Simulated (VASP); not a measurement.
## MgCd5S6: single point with PBE

MgCd5S6:

```
Mg Cd S
1.0
     4.16801    0.00000    0.00000
     0.00000    4.16801    0.00000
     0.00000    0.00000   17.62007
Mg Cd S
1 5 6
Cartesian
  2.0840 2.0840 0.0000
  0.0000 0.0000 14.7816
  0.0000 0.0000 2.8384
  2.0840 2.0840 5.8244
  0.0000 0.0000 8.8100
  2.0840 2.0840 11.7957
  2.0840 0.0000 1.3409
  0.0000 2.0840 4.3320
  2.0840 0.0000 7.3172
  0.0000 2.0840 10.3028
  2.0840 0.0000 13.2881
  0.0000 2.0840 16.2792
```

| Item | Value |
| --- | --- |
| Program | VASP 6.6.1 |
| Task | single point |
| Functional | PBE |
| Potentials or basis | VASP PAW PBE potentials, release 64 (Mg, Cd, S) |
| Cutoff | 520 eV |
| k mesh | 8 × 8 × 2 |
| Occupations | gaussian, width 0.02 eV |
| Spin | no spin polarisation |

```json
{
  "Pressure": "0.2 GPa",
  "Largest force": "0.043 eV/Å",
  "Band gap on the k mesh": "1.30 eV"
}
```

Forces in eV/Å, atoms in the order of the input:
```
Mg   0.000  0.000  0.000
Cd   0.000  0.000  0.002
Cd   0.000  0.000 -0.002
Cd   0.000  0.000  0.000
Cd   0.000  0.000  0.000
Cd   0.000  0.000  0.000
S    0.000  0.000 -0.043
S    0.000  0.000  0.000
S    0.000  0.000  0.000
S    0.000  0.000  0.000
S    0.000  0.000  0.000
S    0.000  0.000  0.043
```

Levels at points of the mesh, in eV from the valence-band top:
```
           k point  band 45  band 46  band 47  band 48  band 49  band 50  band 51  band 52  band 53  band 54
(0.00, 0.00, 0.00)    -0.41    -0.41    -0.06     0.00     0.00     1.30     2.74     3.00     3.67     4.01
(0.50, 0.00, 0.00)    -0.69    -0.61    -0.61    -0.60    -0.60     3.29     3.30     3.33     3.73     4.27
(0.50, 0.50, 0.00)    -1.88    -1.68    -1.64    -1.64    -1.63     3.61     3.61     4.16     4.47     4.70
(0.00, 0.00, 0.50)    -0.43    -0.24    -0.24    -0.06    -0.06     1.74     2.05     3.57     3.76     3.83
(0.50, 0.00, 0.50)    -0.63    -0.61    -0.61    -0.60    -0.60     3.03     3.20     3.87     3.89     3.95
(0.50, 0.50, 0.50)    -1.76    -1.76    -1.71    -1.71    -1.68     3.87     3.87     4.01     4.01     4.30
```

It took 17 min on 1 thread of Intel Xeon 8259CL (shared host), peak memory 0.64 GiB.

A k mesh can miss the band edges.
